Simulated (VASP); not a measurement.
Ir:

```
Ir
1.0
     0.00000    1.90648    1.90648
     1.90648    0.00000    1.90648
     1.90648    1.90648    0.00000
Ir
1
Cartesian
  0.0000 0.0000 0.0000
```

Base run:

- Program: VASP 6.6.1
- Functional: PBEsol
- Potentials or basis: VASP PAW PBE potentials, release 64 (Ir_sv_GW)
- Cutoff: 500 eV
- k mesh: 12 × 12 × 12
- Occupations: fermi-dirac, width 0.05 eV
- Spin: no spin polarisation

Its results: pressure 1.7 GPa.

Q: The run is repeated on the same cell with these changes: potentials or basis from VASP PAW PBE potentials, release 64 (Ir_sv_GW) to VASP PAW PBE potentials, release 64 (Ir); cutoff from 500 eV to 520 eV; further incar settings from ALGO = Normal; EDIFF = 1e-06; NBANDS = 14 to ALGO = Normal; EDIFF = 1e-06; NBANDS = 10; valence electrons from 17 to 9. What comes out?

A: Pressure 6.1 GPa.

Caveats: the PAW data sets were made with another functional, which shifts forces and pressure a little.
